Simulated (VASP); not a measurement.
Input of a VASP 6.6.1 run:

The input INCAR:

```
  PREC = Accurate
  ENCUT = 520
  EDIFF = 1E-6
  ISMEAR = 0
  SIGMA = 0.15
  LREAL = False
  LASPH = True
  NELM = 80
  ALGO = Normal
  ISIF = 2
  LWAVE = False
  LCHARG = False
  GGA = PE
  NBANDS = 18
```

File KPOINTS:

```
Automatic mesh
0
Gamma
  14 14 14
```

POSCAR

```
BiTe
1.0
    0.0202187500      3.2350000000      3.2350000000
    3.2350000000      0.0202187500      3.2350000000
    3.2552187500      3.2552187500      0.0000000000
Bi Te
1 1
Direct
    0.0000000000      0.0000000000      0.0000000000
    0.5000000000      0.5000000000      0.5000000000
```

Potentials or basis: VASP PAW PBE potentials, release 64 (Bi_d, Te).

Launch:

```console
$ cat potpaw_PBE.64/Bi_d/POTCAR potpaw_PBE.64/Te/POTCAR > POTCAR
$ mpirun -np 1 vasp_std > vasp.out
```

Question: What does it give for the band gap on the k mesh?

Answer: Zero (an odd number of electrons rules out a gap without spin polarisation).

Question: What does it give for the pressure?

Answer: 0.7 GPa.

Caveat: the cell differs from its parent crystal (strain +0.0125 x Voigt [0, 0, 0, 0, 0, 1]); spin-orbit coupling is left out, which moves the levels of the heavy elements.
